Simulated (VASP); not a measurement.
# Al in VASP: single point with PBE

Aim: the single point of Al with PBE.

Program: VASP 6.6.1. These are calculated values, not measurements. Logs are shortened: lines on timing, memory, paths and dates and some standing lists are left out, and cuts for length are marked.

### Step 1. The cell of the first run

The cell holds a slab with vacuum, 18 atoms: a = 5.914 Å, b = 9.391 Å, c = 27.609 Å, α = 90.00°, β = 90.00°, γ = 105.35°.

### Step 2. Single point, PBE

INCAR

```
ALGO = Fast
DIPOL = 0.5 0.5 0.652
EDIFF = 1E-6
ENCUT = 520
GGA = PE
IDIPOL = 3
ISIF = 2
ISMEAR = 0
LASPH = T
LCHARG = F
LDIPOL = T
LREAL = Auto
LWAVE = F
NBANDS = 42
NELM = 60
PREC = Accurate
SIGMA = 0.1
```

KPOINTS

```
k-points
0
Gamma
  6 4 1
```

POSCAR

```
Al
1.0
    5.9142640745      0.0000000000      0.0000000000
   -2.4851104710      9.0559275298      0.0000000000
    0.0000000000      0.0000000000     27.6090460235
Al
18
Direct
    0.0355903152      0.3363550366      0.5877313988
    0.5423404854      0.3110988553      0.5783583700
    0.9846511313     -0.0186980585      0.5841212056
    0.5248963672     -0.0452275586      0.5734277944
    0.6112711904      0.6631135751      0.5774558392
    0.1515694374      0.7027003642      0.5874612829
    0.8417096270      0.5124494225      0.6444501655
    0.3527594031      0.5023442373      0.6476875056
    0.7082180318      0.1463791958      0.6444483601
    0.2287276206      0.1715548913      0.6493149696
    0.5376708212      0.8332834569      0.6625333966
    0.0358203314      0.8400430969      0.6675804615
    0.6835613413      0.6417009518      0.7241831633
    0.2014972004      0.6510868927      0.7248022712
    0.5436158005      0.3343196688      0.7175594310
    0.0322950499      0.3411136347      0.7146318688
    0.3855124176      0.0253619649      0.7260525138
    0.8768118328      0.0374129750      0.7260870792
```

Potentials or basis: VASP PAW PBE potentials, release 64 (Al).

Launch:

```sh
cat potpaw_PBE.64/Al/POTCAR > POTCAR
mpirun -np 1 vasp_std > vasp.out
```

OUTCAR:

```text
EDIFF = 1E-6
   ENCUT = 520
   GGA = PE
   ISIF = 2
   ISMEAR = 0
   LASPH = T
   LREAL = Auto
   NELM = 60
   PREC = Accurate

 ion  position               nearest neighbor table
   1  0.036  0.336  0.588-   8 2.67   7 2.74  10 2.74   9 2.75   2 2.88   2 3.08   3 3.27   6 3.33

   2  0.542  0.311  0.578-   9 2.74  10 2.78   1 2.88   7 2.88   8 3.04   1 3.08   5 3.22   4 3.32

   3  0.985  0.981  0.584-  10 2.67   4 2.68  12 2.72   9 3.03   6 3.03   5 3.22   1 3.27   4 3.28

   4  0.525  0.955  0.573-   3 2.68   9 2.69  11 2.72   6 2.80   5 2.92   3 3.28   2 3.32
   5  0.611  0.663  0.577-   8 2.67   6 2.85   7 2.88   4 2.92  11 2.94   6 3.13   3 3.22   2 3.22

   6  0.152  0.703  0.587-   7 2.70  12 2.74   4 2.80   5 2.85   8 2.98   3 3.03  11 3.09   5 3.13
                             1 3.33
   7  0.842  0.512  0.644-   6 2.70   1 2.74  13 2.79   8 2.87   2 2.88   5 2.88  15 2.90  16 2.93
                             8 3.05  12 3.05  14 3.11   9 3.32
   8  0.353  0.502  0.648-   1 2.67   5 2.67  16 2.79  14 2.82   7 2.87  15 2.90  13 2.94   6 2.98
                            10 3.00   2 3.04  11 3.04   7 3.05
   9  0.708  0.146  0.644-   4 2.69   2 2.74   1 2.75  18 2.77  11 2.89  10 2.91  17 2.98  16 2.99
                            15 3.01  10 3.03   3 3.03   7 3.32
  10  0.229  0.172  0.649-   3 2.67   1 2.74   2 2.78  15 2.80  17 2.81  16 2.85   9 2.91   8 3.00
                            18 3.00   9 3.03  12 3.06
  11  0.538  0.833  0.663-   4 2.72  13 2.77  17 2.83  14 2.83   9 2.89  12 2.93   5 2.94  18 2.96
                            12 2.99   8 3.04   6 3.09
  12  0.036  0.840  0.668-   3 2.72   6 2.74  14 2.74  18 2.80  17 2.83  13 2.86  11 2.93  11 2.99
                             7 3.05  10 3.06
  13  0.684  0.642  0.724-  11 2.77  15 2.79   7 2.79  12 2.86  14 2.88   8 2.94  14 3.04
  14  0.201  0.651  0.725-  12 2.74   8 2.82  16 2.83  11 2.83  13 2.88  13 3.04   7 3.11
  15  0.544  0.334  0.718-  13 2.79  10 2.80  17 2.81  16 2.88   7 2.90   8 2.90   9 3.01  16 3.04

  16  0.032  0.341  0.715-  18 2.77   8 2.79  14 2.83  10 2.85  15 2.88   7 2.93   9 2.99  15 3.04

  17  0.386  0.025  0.726-  10 2.81  15 2.81  11 2.83  12 2.83  18 2.88   9 2.98  18 3.04
  18  0.877  0.037  0.726-   9 2.77  16 2.77  12 2.80  17 2.88  11 2.96  10 3.00  17 3.04

  LATTYP: Found a simple monoclinic cell.
 ALAT       =     5.9142640745
 B/A-ratio  =     4.6682132681
 C/A-ratio  =     1.5878084864
 COS(beta)  =    -0.2646347477

  Lattice vectors:

 A1 = (   5.9142640745,   0.0000000000,   0.0000000000)
 A2 = (   0.0000000000,   0.0000000000, -27.6090460235)
 A3 = (  -2.4851104710,   9.0559275298,   0.0000000000)

Analysis of symmetry for initial positions (statically):
=====================================================================
 Subroutine PRICEL returns:
 Original cell was already a primitive cell.

 Routine SETGRP: Setting up the symmetry group for a
 simple monoclinic supercell.

 Subroutine GETGRP returns: Found  1 space group operations
 (whereof  1 operations were pure point group operations)
 out of a pool of  4 trial point group operations.

The static configuration has the point symmetry C_1 .

Analysis of symmetry for dynamics (positions and initial velocities):
=====================================================================
 Subroutine PRICEL returns:
 Original cell was already a primitive cell.

 Routine SETGRP: Setting up the symmetry group for a
 simple monoclinic supercell.

 Subroutine GETGRP returns: Found  1 space group operations
 (whereof  1 operations were pure point group operations)
 out of a pool of  4 trial point group operations.

The dynamic configuration has the point symmetry C_1 .

 Subroutine INISYM returns: Found  1 space group operations
 (whereof  1 operations are pure point group operations),
 and found     1 'primitive' translations

----------------------------------------------------------------------------------------

                                     Primitive cell

  volume of cell :    1478.7170

  direct lattice vectors                    reciprocal lattice vectors
     5.914264075  0.000000000  0.000000000     0.169082744  0.046399366  0.000000000
    -2.485110471  9.055927530  0.000000000     0.000000000  0.110424912  0.000000000
     0.000000000  0.000000000 27.609046023     0.000000000  0.000000000  0.036220013

  length of vectors
     5.914264075  9.390718688 27.609046023     0.175333612  0.110424912  0.036220013

  position of ions in fractional coordinates (direct lattice)
     0.035590315  0.336355037  0.587731399
     0.542340485  0.311098855  0.578358370
     0.984651131  0.981301941  0.584121206
     0.524896367  0.954772441  0.573427794
     0.611271190  0.663113575  0.577455839
     0.151569437  0.702700364  0.587461283
[... 10 lines left out ...]
     0.385512418  0.025361965  0.726052514
     0.876811833  0.037412975  0.726087079

  ion indices of the primitive-cell ions
   primitive index   ion index
                 1           1
                 2           2
                 3           3
                 4           4
                 5           5
                 6           6
[... 10 lines left out ...]
                17          17
                18          18

----------------------------------------------------------------------------------------

 KPOINTS: k-points

Automatic generation of k-mesh.
 Grid dimensions read from file:
 generate k-points for:    6    4    1

 Generating k-lattice:

  Cartesian coordinates                     Fractional coordinates (reciprocal lattice)
     0.028180457  0.007733228  0.000000000     0.166666667  0.000000000  0.000000000
     0.000000000  0.027606228  0.000000000     0.000000000  0.250000000  0.000000000
     0.000000000  0.000000000  0.036220013     0.000000000  0.000000000  1.000000000

  Length of vectors
     0.029222269  0.027606228  0.036220013

  Shift w.r.t. Gamma in fractional coordinates (k-lattice)
     0.000000000  0.000000000  0.000000000

 Subroutine IBZKPT returns following result:
 ===========================================

 Found     14 irreducible k-points:

 Following reciprocal coordinates:
            Coordinates               Weight
  0.000000  0.000000  0.000000      1.000000
  0.166667 -0.000000  0.000000      2.000000
  0.333333 -0.000000  0.000000      2.000000
  0.500000 -0.000000  0.000000      1.000000
  0.000000  0.250000  0.000000      2.000000
  0.166667  0.250000  0.000000      2.000000
  0.333333  0.250000  0.000000      2.000000
  0.500000  0.250000  0.000000      2.000000
 -0.333333  0.250000  0.000000      2.000000
 -0.166667  0.250000  0.000000      2.000000
  0.000000  0.500000  0.000000      1.000000
  0.166667  0.500000  0.000000      2.000000
  0.333333  0.500000  0.000000      2.000000
  0.500000  0.500000  0.000000      1.000000
   k-points           NKPTS =     14   k-points in BZ     NKDIM =     14   number of bands    NBANDS=     42
   number of dos      NEDOS =    301   number of ions     NIONS =     18
   total plane-waves  NPLWV = 705600
   dimension x,y,z NGX =    48 NGY =   70 NGZ =  210
   dimension x,y,z NGXF=    96 NGYF=  140 NGZF=  420
   ions per type =              18
   NGX,Y,Z   is equivalent  to a cutoff of  13.49, 12.39, 12.65 a.u.
   NGXF,Y,Z  is equivalent  to a cutoff of  26.98, 24.78, 25.29 a.u.
 SYSTEM =  unknown system
   PREC   = accura    normal or accurate (medium, high low for compatibility)
   ISTART =      0    job   : 0-new  1-cont  2-samecut
   ICHARG =      2    charge: 1-file 2-atom 10-const
   ISPIN  =      1    spin polarized calculation?
   LNONCOLLINEAR =      F non collinear calculations
   LSORBIT =      F    spin-orbit coupling
   LASPH  =      T    aspherical Exc in radial PAW
   ENCUT  =  520.0 eV  38.22 Ry    6.18 a.u.  11.00 17.46 51.33*2*pi/ulx,y,z
   NELM   =     60;   NELMIN=  2; NELMDL= -5     # of ELM steps
   EDIFF  = 0.1E-05   stopping-criterion for ELM
   LREAL  =      T    real-space projection
   EDIFFG = 0.1E-04   stopping-criterion for IOM
   NSW    =      0    number of steps for IOM
   IBRION =     -1    ionic relax: 0-MD 1-quasi-New 2-CG
   NFREE  =      0    steps in history (QN), initial steepest desc. (CG)
   ISIF   =      2    stress and relaxation
   ISYM   =      2    0-nonsym 1-usesym 2-fastsym
   POTIM  = 0.5000    time-step for ionic-motion
   TEBEG  =    0.0;   TEEND  =   0.0 temperature during run
   PSTRESS=    0.0 pullay stress
   NELECT =      54.0000    total number of electrons
   NUPDOWN=      -1.0000    fix difference up-down
   EMIN   =  10.00;   EMAX   =-10.00  energy-range for DOS
   EFERMI =   0.00;   METHOD = LEGACY
   ISMEAR =     0;   SIGMA  =   0.10  broadening in eV -4-tet -1-fermi 0-gaus
   EFERMI_NEDOS =   21; number of points for ismear=-14 and -15
   IALGO  =     68    algorithm
   IMIX   =      4    mixing-type and parameters
     AMIX     =   0.40;   BMIX     =  1.00
     AMIX_MAG =   1.60;   BMIX_MAG =  1.00
  volume/ion in A,a.u.               =      82.15       554.38
  Fermi-wavevector in a.u.,A,eV,Ry     =   0.543139  1.026384  4.013720  0.295000
  Thomas-Fermi vector in A             =   1.571482
   LORBIT       =      0    0 simple, 1 ext, 2 COOP (PROOUT), +10 PAW based schemes
   GGA     = PE    functional components
   LHFCALC =     F    Hartree Fock is set to
   AEXX    =    0.0000 exact exchange contribution
   IVDW    =     0    specifies the selected vdW correction
   LEPSILON=     F    determine dielectric tensor
   LRPA    =     F    only Hartree local field effects (RPA)
 non-spin polarized calculation
 RMM-DIIS sequential band-by-band and
 Gauss-broadening in eV      SIGMA  =   0.10
  energy-cutoff  :      520.00
  volume of cell :     1478.72
 maximum number of plane-waves:     39928
 NGX is ok and might be reduce to    48
   NGX = 21   NGY = 35   NGZ =103

 dipolmoment           0.000000      0.000000     -0.022177 electrons x Angstroem

 number of electron      54.0000000 magnetization

 dipolmoment           0.000000      0.000000      0.012156 electrons x Angstroem

 Free energy of the ion-electron system (eV)
  ---------------------------------------------------
  ext. energy  EPLUGINS =         0.00000000
  ---------------------------------------------------
  free energy    TOTEN  =       -59.60903985 eV

  energy without entropy =      -59.56564755  energy(sigma->0) =      -59.58734370

 E-fermi :  -1.8402     XC(G=0):  -2.8543

 val. band max:       -1.8612267027   @ k =   0.3333   0.5000   0.0000
 cond. band min:      -1.8198291817   @ k =   0.5000   0.2500   0.0000
 fundamental gap:      0.0413975209
 Fermi energy:        -1.8401833723

 k-point     1 :       0.0000    0.0000    0.0000
  band No.  band energies     occupation
      1     -11.6897      2.00000
      2      -9.9366      2.00000
      3      -9.8828      2.00000
      4      -9.4213      2.00000
      5      -7.7145      2.00000
      6      -7.6630      2.00000
[... 31 lines left out ...]
     38       0.8703      0.00000
     39       0.9910      0.00000

 k-point     2 :       0.1667   -0.0000    0.0000
  band No.  band energies     occupation
      1     -11.5648      2.00000
      2     -10.0364      2.00000
      3      -9.5406      2.00000
      4      -9.3010      2.00000
      5      -8.5952      2.00000
      6      -8.0590      2.00000
[... 493 lines left out ...]
     38       0.4937      0.00000
     39       0.8823      0.00000

 k-point    14 :       0.5000    0.5000    0.0000
  band No.  band energies     occupation
      1     -10.5880      2.00000
      2     -10.4065      2.00000
      3      -9.7716      2.00000
      4      -9.7180      2.00000
      5      -8.3857      2.00000
      6      -8.1197      2.00000
[... 31 lines left out ...]
     38       0.2407      0.00000
     39       0.4911      0.00000
 [bands above 39 left out]

------------------------ aborting loop because EDIFF is reached ----------------------------------------

 vacuum level on the upper side and lower side of the slab       (xc-potential included)        -0.033        -0.070

  FORCE on cell =-STRESS in cart. coord.  units (eV):
  Direction    XX          YY          ZZ          XY          YZ          ZX
  --------------------------------------------------------------------------------------
  -------------------------------------------------------------------------------------
  Total      -12.1289303    -14.7415369      3.2560976      1.5682795     -0.7703423      0.3154266
  in kB      -13.1415936    -15.9723307      3.5279542      1.6992175     -0.8346593      0.3417620
  external PRESSURE =      -8.5286567 kB  Pullay stress =       0.0000000 kB

 VOLUME and BASIS-vectors are now :
 -----------------------------------------------------------------------------
  energy-cutoff  :      520.00
  volume of cell :     1478.72
      direct lattice vectors                 reciprocal lattice vectors
     5.914264075  0.000000000  0.000000000     0.169082744  0.046399366  0.000000000
    -2.485110471  9.055927530  0.000000000     0.000000000  0.110424912  0.000000000
     0.000000000  0.000000000 27.609046023     0.000000000  0.000000000  0.036220013

 POSITION                                       TOTAL-FORCE (eV/Angst)
 -----------------------------------------------------------------------------------
     -0.62539      3.04601     16.22670         0.042299     -0.103697     -0.553197
      2.43443      2.81729     15.96792        -0.139168      0.183213     -0.151603
      3.38484      8.88660     16.12703         0.052209     -0.254109     -0.259022
      0.73166      8.64635     15.83179        -0.536758     -0.059099     -0.325516
      1.96731      6.00511     15.94300         0.374769      0.284603     -0.074893
     -0.84987      6.36360     16.21925         0.133695      0.138720     -0.153180
[... 10 lines left out ...]
      2.21699      0.22968     20.04562         0.101487      0.009947      0.095214
      5.09272      0.33881     20.04657        -0.031354     -0.133329      0.067837
 -----------------------------------------------------------------------------------
    total drift:                               -0.012229      0.001679     -0.004274

  FREE ENERGIE OF THE ION-ELECTRON SYSTEM (eV)
  ---------------------------------------------------
  free  energy   TOTEN  =       -59.6090398495 eV

  energy  without entropy=      -59.5656475507  energy(sigma->0) =      -59.58734370

 vacuum level on the upper side and lower side of the slab         2.498         2.458
```

Wall time 60 min (1 thread of Oxide Virtual Turin-like, shared host); peak memory 1.4 GiB.

Results:

```
Free energy            : -59.6090 eV
Largest force          : 0.631 eV/Å
Band gap on the k mesh : zero (band 27 reaches -1.63 eV, above the bottom of band 28 at -2.12 eV)
```

Forces in eV/Å, atoms in the order of the input:
```
Al   0.042 -0.104 -0.553
Al  -0.139  0.183 -0.152
Al   0.052 -0.254 -0.259
Al  -0.537 -0.059 -0.326
Al   0.375  0.285 -0.075
Al   0.134  0.139 -0.153
Al  -0.011 -0.069  0.209
Al   0.115 -0.001  0.216
Al  -0.112  0.117  0.413
Al   0.088 -0.055  0.204
Al   0.072 -0.012  0.049
Al  -0.107 -0.004  0.240
Al   0.003  0.090  0.113
Al  -0.026 -0.109  0.037
Al   0.072 -0.049 -0.057
Al  -0.092  0.024 -0.071
Al   0.101  0.010  0.095
Al  -0.031 -0.133  0.068
```
